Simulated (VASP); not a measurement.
# Sn11CO24 (a cell with a defect) in VASP: single point with PBE

Aim: the single point of Sn11CO24 (a cell with a defect) with PBE.

All numbers are computed with VASP 6.6.1; they aren't measurements. Logs are shortened: lines on timing, memory, paths and dates and some standing lists are left out, and cuts for length are marked.

## 1. The cell of the first run

The cell holds a defect, 36 atoms: a = 6.827 Å, b = 6.827 Å, c = 9.723 Å, α = 90.00°, β = 90.00°, γ = 89.07°.

## 2. Single point, PBE

INCAR reads:

```
SYSTEM = Sn11CO24
  PREC = Accurate
  ENCUT = 520
  EDIFF = 1E-6
  ISMEAR = -1
  SIGMA = 0.01
  LREAL = Auto
  LASPH = .TRUE.
  NELM = 100
  ALGO = Normal
  ISIF = 2
  LWAVE = .FALSE.
  LCHARG = .FALSE.
  GGA = PE
  NBANDS = 175
  LUSENCCL = .FALSE.
```

KPOINTS reads:

```
regular mesh
0
G
  3 3 2
  0 0 0
```

POSCAR reads:

```
Sn11CO24
1.0
    4.7880040000      4.8665820000      0.0000000000
   -4.7880040000      4.8665820000      0.0000000000
    0.0000000000      0.0000000000      9.7226940000
C Sn O
1 11 24
Direct
    0.5000000000      0.0000000000      0.1666666667
    0.5000000000      0.0000000000      0.5000000000
    0.5000000000      0.0000000000      0.8333333333
    0.0000000000      0.5000000000      0.1666666667
    0.0000000000      0.5000000000      0.5000000000
    0.0000000000      0.5000000000      0.8333333333
    0.0000000000      0.0000000000      0.0000000000
    0.0000000000      0.0000000000      0.3333333333
    0.0000000000      0.0000000000      0.6666666667
    0.5000000000      0.5000000000      0.0000000000
    0.5000000000      0.5000000000      0.3333333333
    0.5000000000      0.5000000000      0.6666666667
    0.3064485000      0.0145935000      0.0000000000
    0.3064485000      0.0145935000      0.3333333333
    0.3064485000      0.0145935000      0.6666666667
    0.8064485000      0.5145935000      0.0000000000
    0.8064485000      0.5145935000      0.3333333333
    0.8064485000      0.5145935000      0.6666666667
    0.4854065000      0.6935515000      0.1666666667
    0.4854065000      0.6935515000      0.5000000000
    0.4854065000      0.6935515000      0.8333333333
    0.9854065000      0.1935515000      0.1666666667
    0.9854065000      0.1935515000      0.5000000000
    0.9854065000      0.1935515000      0.8333333333
    0.5145935000      0.3064485000      0.1666666667
    0.5145935000      0.3064485000      0.5000000000
    0.5145935000      0.3064485000      0.8333333333
    0.0145935000      0.8064485000      0.1666666667
    0.0145935000      0.8064485000      0.5000000000
    0.0145935000      0.8064485000      0.8333333333
    0.6935515000      0.9854065000      0.0000000000
    0.6935515000      0.9854065000      0.3333333333
    0.6935515000      0.9854065000      0.6666666667
    0.1935515000      0.4854065000      0.0000000000
    0.1935515000      0.4854065000      0.3333333333
    0.1935515000      0.4854065000      0.6666666667
```

Potentials or basis: VASP PAW PBE potentials, release 64 (C, Sn_d, O).

On the command line:

```sh
$ cat potpaw_PBE.64/C/POTCAR potpaw_PBE.64/Sn_d/POTCAR potpaw_PBE.64/O/POTCAR > POTCAR
$ mpirun -np 1 vasp_std > vasp.out
```

OUTCAR:

```text
SYSTEM = Sn11CO24
   PREC = Accurate
   ENCUT = 520
   EDIFF = 1E-6
   ISMEAR = -1
   LREAL = Auto
   LASPH = .TRUE.
   NELM = 100
   ISIF = 2
   GGA = PE

 ion  position               nearest neighbor table
   1  0.500  0.000  0.167-
   2  0.500  0.000  0.500-  14 2.09  15 2.09  32 2.09  33 2.09  20 2.10  26 2.10   3 3.24
   3  0.500  0.000  0.833-  15 2.09  33 2.09  31 2.09  13 2.09  21 2.10  27 2.10   2 3.24
   4  0.000  0.500  0.167-  17 2.09  35 2.09  34 2.09  16 2.09  22 2.10  28 2.10   5 3.24   6 3.24

   5  0.000  0.500  0.500-  17 2.09  18 2.09  35 2.09  36 2.09  23 2.10  29 2.10   4 3.24   6 3.24

   6  0.000  0.500  0.833-  18 2.09  36 2.09  34 2.09  16 2.09  24 2.10  30 2.10   5 3.24   4 3.24

   7  0.000  0.000  0.000-  22 2.09  24 2.09  28 2.09  30 2.09  13 2.10  31 2.10   8 3.24   9 3.24

   8  0.000  0.000  0.333-  22 2.09  28 2.09  23 2.09  29 2.09  14 2.10  32 2.10   7 3.24   9 3.24

   9  0.000  0.000  0.667-  24 2.09  30 2.09  29 2.09  23 2.09  15 2.10  33 2.10   7 3.24   8 3.24

  10  0.500  0.500  0.000-  19 2.09  21 2.09  25 2.09  27 2.09  16 2.10  34 2.10  11 3.24  12 3.24

  11  0.500  0.500  0.333-  19 2.09  25 2.09  20 2.09  26 2.09  17 2.10  35 2.10  10 3.24  12 3.24

  12  0.500  0.500  0.667-  21 2.09  27 2.09  26 2.09  20 2.09  18 2.10  36 2.10  10 3.24  11 3.24

  13  0.306  0.015  0.000-   3 2.09   7 2.10
  14  0.306  0.015  0.333-   2 2.09   8 2.10
  15  0.306  0.015  0.667-   3 2.09   2 2.09   9 2.10
  16  0.806  0.515  0.000-   4 2.09   6 2.09  10 2.10
  17  0.806  0.515  0.333-   4 2.09   5 2.09  11 2.10
  18  0.806  0.515  0.667-   6 2.09   5 2.09  12 2.10
  19  0.485  0.694  0.167-  11 2.09  10 2.09
  20  0.485  0.694  0.500-  11 2.09  12 2.09   2 2.10
  21  0.485  0.694  0.833-  12 2.09  10 2.09   3 2.10
  22  0.985  0.194  0.167-   8 2.09   7 2.09   4 2.10
  23  0.985  0.194  0.500-   8 2.09   9 2.09   5 2.10
  24  0.985  0.194  0.833-   9 2.09   7 2.09   6 2.10
  25  0.515  0.306  0.167-  11 2.09  10 2.09
  26  0.515  0.306  0.500-  11 2.09  12 2.09   2 2.10
  27  0.515  0.306  0.833-  12 2.09  10 2.09   3 2.10
  28  0.015  0.806  0.167-   8 2.09   7 2.09   4 2.10
  29  0.015  0.806  0.500-   8 2.09   9 2.09   5 2.10
  30  0.015  0.806  0.833-   9 2.09   7 2.09   6 2.10
  31  0.694  0.985  0.000-   3 2.09   7 2.10
  32  0.694  0.985  0.333-   2 2.09   8 2.10
  33  0.694  0.985  0.667-   3 2.09   2 2.09   9 2.10
  34  0.194  0.485  0.000-   4 2.09   6 2.09  10 2.10
  35  0.194  0.485  0.333-   4 2.09   5 2.09  11 2.10
  36  0.194  0.485  0.667-   6 2.09   5 2.09  12 2.10

  LATTYP: Found a base centered orthorhombic cell.
 ALAT       =     9.5760080000
 B/A-ratio  =     1.0164114316
 C/A-ratio  =     1.0153180741

  Lattice vectors:

 A1 = (   4.7880040000,  -4.8665820000,   0.0000000000)
 A2 = (   4.7880040000,   4.8665820000,   0.0000000000)
 A3 = (   0.0000000000,   0.0000000000,   9.7226940000)

Analysis of symmetry for initial positions (statically):
=====================================================================
 Subroutine PRICEL returns:
 Original cell was already a primitive cell.

 Routine SETGRP: Setting up the symmetry group for a
 base centered orthorhombic supercell.

 Subroutine GETGRP returns: Found  4 space group operations
 (whereof  2 operations were pure point group operations)
 out of a pool of  8 trial point group operations.

The static configuration has the point symmetry C_2 .
 The point group associated with its full space group is C_2h.

Analysis of symmetry for dynamics (positions and initial velocities):
=====================================================================
 Subroutine PRICEL returns:
 Original cell was already a primitive cell.

 Routine SETGRP: Setting up the symmetry group for a
 base centered orthorhombic supercell.

 Subroutine GETGRP returns: Found  4 space group operations
 (whereof  2 operations were pure point group operations)
 out of a pool of  8 trial point group operations.

The dynamic configuration has the point symmetry C_2 .
 The point group associated with its full space group is C_2h.

 Subroutine INISYM returns: Found  4 space group operations
 (whereof  2 operations are pure point group operations),
 and found     1 'primitive' translations

----------------------------------------------------------------------------------------

                                     Primitive cell

  volume of cell :     453.1011

  direct lattice vectors                    reciprocal lattice vectors
     4.788004000  4.866582000  0.000000000     0.104427649  0.102741513 -0.000000000
    -4.788004000  4.866582000  0.000000000    -0.104427649  0.102741513  0.000000000
     0.000000000  0.000000000  9.722694000     0.000000000 -0.000000000  0.102852152

  length of vectors
     6.827049338  6.827049338  9.722694000     0.146495571  0.146495571  0.102852152

  position of ions in fractional coordinates (direct lattice)
     0.500000000  0.000000000  0.166666667
     0.500000000  0.000000000  0.500000000
     0.500000000  0.000000000  0.833333333
     0.000000000  0.500000000  0.166666667
     0.000000000  0.500000000  0.500000000
     0.000000000  0.500000000  0.833333333
[... 28 lines left out ...]
     0.193551500  0.485406500  0.333333333
     0.193551500  0.485406500  0.666666667

  ion indices of the primitive-cell ions
   primitive index   ion index
                 1           1
                 2           2
                 3           3
                 4           4
                 5           5
                 6           6
[... 28 lines left out ...]
                35          35
                36          36

----------------------------------------------------------------------------------------

 KPOINTS: regular mesh

Automatic generation of k-mesh.
 Grid dimensions read from file:
 generate k-points for:    3    3    2

 Generating k-lattice:

  Cartesian coordinates                     Fractional coordinates (reciprocal lattice)
     0.034809216  0.034247171 -0.000000000     0.333333333  0.000000000  0.000000000
    -0.034809216  0.034247171  0.000000000     0.000000000  0.333333333  0.000000000
     0.000000000 -0.000000000  0.051426076     0.000000000  0.000000000  0.500000000

  Length of vectors
     0.048831857  0.048831857  0.051426076

  Shift w.r.t. Gamma in fractional coordinates (k-lattice)
     0.000000000  0.000000000  0.000000000

 Subroutine IBZKPT returns following result:
 ===========================================

 Found     10 irreducible k-points:

 Following reciprocal coordinates:
            Coordinates               Weight
  0.000000  0.000000  0.000000      1.000000
  0.333333  0.000000  0.000000      2.000000
  0.000000 -0.333333  0.000000      2.000000
  0.333333  0.333333  0.000000      2.000000
 -0.333333  0.333333  0.000000      2.000000
  0.000000  0.000000  0.500000      1.000000
  0.333333  0.000000  0.500000      2.000000
  0.000000 -0.333333  0.500000      2.000000
  0.333333  0.333333  0.500000      2.000000
 -0.333333  0.333333  0.500000      2.000000
   k-points           NKPTS =     10   k-points in BZ     NKDIM =     10   number of bands    NBANDS=    175
   number of dos      NEDOS =    301   number of ions     NIONS =     36
   total plane-waves  NPLWV = 209952
   dimension x,y,z NGX =    54 NGY =   54 NGZ =   72
   dimension x,y,z NGXF=   108 NGYF=  108 NGZF=  144
   ions per type =               1  11  24
   NGX,Y,Z   is equivalent  to a cutoff of  13.15, 13.15, 12.31 a.u.
   NGXF,Y,Z  is equivalent  to a cutoff of  26.30, 26.30, 24.62 a.u.
 SYSTEM =  Sn11CO24
   PREC   = accura    normal or accurate (medium, high low for compatibility)
   ISTART =      0    job   : 0-new  1-cont  2-samecut
   ICHARG =      2    charge: 1-file 2-atom 10-const
   ISPIN  =      1    spin polarized calculation?
   LNONCOLLINEAR =      F non collinear calculations
   LSORBIT =      F    spin-orbit coupling
   LASPH  =      T    aspherical Exc in radial PAW
   ENCUT  =  520.0 eV  38.22 Ry    6.18 a.u.  12.69 12.69 18.08*2*pi/ulx,y,z
   NELM   =    100;   NELMIN=  2; NELMDL= -5     # of ELM steps
   EDIFF  = 0.1E-05   stopping-criterion for ELM
   LREAL  =      T    real-space projection
   EDIFFG = 0.1E-04   stopping-criterion for IOM
   NSW    =      0    number of steps for IOM
   IBRION =     -1    ionic relax: 0-MD 1-quasi-New 2-CG
   NFREE  =      0    steps in history (QN), initial steepest desc. (CG)
   ISIF   =      2    stress and relaxation
   ISYM   =      2    0-nonsym 1-usesym 2-fastsym
   POTIM  = 0.5000    time-step for ionic-motion
   TEBEG  =    0.0;   TEEND  =   0.0 temperature during run
   PSTRESS=    0.0 pullay stress
   NELECT =     302.0000    total number of electrons
   NUPDOWN=      -1.0000    fix difference up-down
   EMIN   =  10.00;   EMAX   =-10.00  energy-range for DOS
   EFERMI =   0.00;   METHOD = LEGACY
   ISMEAR =    -1;   SIGMA  =   0.01  broadening in eV -4-tet -1-fermi 0-gaus
   EFERMI_NEDOS =   21; number of points for ismear=-14 and -15
   IALGO  =     38    algorithm
   IMIX   =      4    mixing-type and parameters
     AMIX     =   0.40;   BMIX     =  1.00
     AMIX_MAG =   1.60;   BMIX_MAG =  1.00
  volume/ion in A,a.u.               =      12.59        84.94
  Fermi-wavevector in a.u.,A,eV,Ry     =   1.430031  2.702367 27.823756  2.044988
  Thomas-Fermi vector in A             =   2.549920
   LORBIT       =      0    0 simple, 1 ext, 2 COOP (PROOUT), +10 PAW based schemes
   GGA     = PE    functional components
   LHFCALC =     F    Hartree Fock is set to
   AEXX    =    0.0000 exact exchange contribution
   IVDW    =     0    specifies the selected vdW correction
   LEPSILON=     F    determine dielectric tensor
   LRPA    =     F    only Hartree local field effects (RPA)
 non-spin polarized calculation
  energy-cutoff  :      520.00
  volume of cell :      453.10
 maximum number of plane-waves:     12216
 NGX is ok and might be reduce to    54
   NGX = 25   NGY = 25   NGZ = 37

 number of electron     302.0000041 magnetization

 Free energy of the ion-electron system (eV)
  ---------------------------------------------------
  ext. energy  EPLUGINS =         0.00000000
  ---------------------------------------------------
  free energy    TOTEN  =      -216.84253725 eV

  energy without entropy =     -216.84235987  energy(sigma->0) =     -216.84244856

 E-fermi :   4.8344     XC(G=0): -10.8487

 val. band max:        4.7779998329   @ k =   0.0000  -0.3333   0.5000
 cond. band min:       4.8881229237   @ k =   0.3333   0.0000   0.0000
 fundamental gap:      0.1101230908
 Fermi energy:         4.8343597229

 k-point     1 :       0.0000    0.0000    0.0000
  band No.  band energies     occupation
      1     -16.0547      2.00000
      2     -15.8302      2.00000
      3     -15.8103      2.00000
      4     -15.7860      2.00000
      5     -15.7702      2.00000
      6     -15.7186      2.00000
[... 155 lines left out ...]
    162       9.4437      0.00000
    163      10.2285      0.00000
[... 1492 lines left out ...]
    162      10.2203      0.00000
    163      10.3972      0.00000
 [bands above 163 left out]

------------------------ aborting loop because EDIFF is reached ----------------------------------------

  FORCE on cell =-STRESS in cart. coord.  units (eV):
  Direction    XX          YY          ZZ          XY          YZ          ZX
  --------------------------------------------------------------------------------------
  -------------------------------------------------------------------------------------
  Total       -6.0151920     -6.6966110    -10.3061433      1.4874026      0.0000000      0.0000000
  in kB      -21.2698739    -23.6793890    -36.4427880      5.2594940      0.0000000      0.0000000
  external PRESSURE =     -27.1306836 kB  Pullay stress =       0.0000000 kB

 VOLUME and BASIS-vectors are now :
 -----------------------------------------------------------------------------
  energy-cutoff  :      520.00
  volume of cell :      453.10
      direct lattice vectors                 reciprocal lattice vectors
     4.788004000  4.866582000  0.000000000     0.104427649  0.102741513 -0.000000000
    -4.788004000  4.866582000  0.000000000    -0.104427649  0.102741513  0.000000000
     0.000000000  0.000000000  9.722694000     0.000000000 -0.000000000  0.102852152

 POSITION                                       TOTAL-FORCE (eV/Angst)
 -----------------------------------------------------------------------------------
      2.39400      2.43329      1.62045         0.000000      0.000000     -0.000000
      2.39400      2.43329      4.86135         0.000000      0.000000     -0.866283
      2.39400      2.43329      8.10224         0.000000      0.000000      0.866283
     -2.39400      2.43329      1.62045         0.000000      0.000000     -0.000000
     -2.39400      2.43329      4.86135         0.000000      0.000000     -0.123891
     -2.39400      2.43329      8.10224         0.000000      0.000000      0.123891
[... 28 lines left out ...]
     -1.39740      3.30420      3.24090        -0.094092      0.011050      0.106283
     -1.39740      3.30420      6.48180        -0.095355      0.011004     -0.000000
 -----------------------------------------------------------------------------------
    total drift:                                0.000000     -0.000000      0.000010

  FREE ENERGIE OF THE ION-ELECTRON SYSTEM (eV)
  ---------------------------------------------------
  free  energy   TOTEN  =      -216.8425372464 eV

  energy  without entropy=     -216.8423598706  energy(sigma->0) =     -216.84244856
```

Wall time 6.6 min (1 × NVIDIA H100 80GB with 1 thread of Intel Xeon Platinum 8481C at 2.70GHz (Sapphire Rapids), shared host); peak memory 1.7 GiB.

Results:

- Free energy: -216.8425 eV
- Pressure: -2.7 GPa
- Largest force: 1.273 eV/Å
- Band gap on the k mesh: 0.11 eV

Forces in eV/Å, atoms in the order of the input:
```
C    0.000  0.000  0.000
Sn   0.000  0.000 -0.866
Sn   0.000  0.000  0.866
Sn   0.000  0.000  0.000
Sn   0.000  0.000 -0.124
Sn   0.000  0.000  0.124
Sn   0.000  0.000  0.760
Sn   0.000  0.000 -0.760
Sn   0.000  0.000  0.000
Sn   0.000  0.000 -0.099
Sn   0.000  0.000  0.099
Sn   0.000  0.000  0.000
O    0.571  0.552  0.994
O    0.571  0.552 -0.994
O   -0.012 -0.112  0.000
O    0.094 -0.011 -0.106
O    0.094 -0.011  0.106
O    0.095 -0.011  0.000
O   -0.836  0.824  0.000
O    0.084  0.013  0.101
O    0.084  0.013 -0.101
O   -0.073  0.145  0.000
O    0.080  0.067  0.065
O    0.080  0.067 -0.065
O    0.836 -0.824  0.000
O   -0.084 -0.013  0.101
O   -0.084 -0.013 -0.101
O    0.073 -0.145  0.000
O   -0.080 -0.067  0.065
O   -0.080 -0.067 -0.065
O   -0.571 -0.552  0.994
O   -0.571 -0.552 -0.994
O    0.012  0.112  0.000
O   -0.094  0.011 -0.106
O   -0.094  0.011  0.106
O   -0.095  0.011  0.000
```

Stress tensor (GPa, compression positive):
```
-2.13  0.53  0.00
 0.53 -2.37  0.00
 0.00  0.00 -3.64
```

Caveat: semilocal functionals underestimate gaps, and a narrow one can read as zero; spin-orbit coupling is left out, which moves the levels of the heavy elements.
